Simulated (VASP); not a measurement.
## Si5C: single point with PBE

The system is Si5C.

```xyz
6
Lattice="2.7712 0.0000 0.0000 -1.3856 2.4000 0.0000 0.0000 0.0000 12.0603" Properties=species:S:1:pos:R:3 pbc="T T T"
Si    0.0000    1.6000   10.8499
Si    0.0000    1.6000    1.2103
Si    0.0000    1.6000    6.0301
Si    1.3856    0.8000    3.7236
Si    1.3856    0.8000    8.3367
C     1.3856    0.8000    0.0000
```

```
Program                : VASP 6.6.1
Task                   : single point
Functional             : PBE
Potentials or basis    : VASP PAW PBE potentials, release 64 (Si, C)
Cutoff                 : 520 eV
k mesh                 : 6 × 6 × 2
Occupations            : gaussian, width 0.1 eV
Spin                   : no spin polarisation
Dipole correction      : no
Further INCAR settings : ALGO = Normal; EDIFF = 1e-07; NBANDS = 21
```

```yaml
Pressure: -0.1 GPa
Largest_force: 0.006 eV/Å
Band_gap_on_the_k_mesh: zero (band 12 reaches 16.39 eV, above the bottom of band 13 at 7.29 eV)
```

Forces in eV/Å, atoms in the order of the input:
```
Si   0.000  0.000 -0.006
Si   0.000  0.000  0.006
Si   0.000  0.000  0.000
Si   0.000  0.000  0.003
Si   0.000  0.000 -0.003
C    0.000  0.000  0.000
```

Stress tensor (GPa, compression positive):
```
 0.16  0.00  0.00
 0.00  0.16  0.00
 0.00  0.00 -0.47
```

Levels at points of the mesh, in eV from the Fermi level:
```
           k point  band 8  band 9  band 10  band 11  band 12  band 13  band 14  band 15  band 16  band 17
(0.00, 0.00, 0.00)   -0.44   -0.44    -0.12     1.00     6.76     6.84     7.82     7.82     8.50     8.50
(0.50, 0.00, 0.00)   -4.36   -4.03    -3.68    -2.94    -0.70    -0.29     0.09     1.67     3.36     3.80
(0.00, 0.00, 0.50)   -2.68   -0.44    -0.44     3.14     5.09     6.85     7.82     7.82     8.41     8.41
(0.50, 0.00, 0.50)   -5.19   -3.44    -2.94    -2.34    -2.29    -1.24     1.79     2.52     2.73     3.72
```

Wall time 20 s on 1 thread of Intel(R) Xeon(R) Platinum 8488C (Sapphire Rapids), on a shared host, peak memory 0.21 GiB.

Caveat: the k points lie up to 0.44 Å⁻¹ apart.
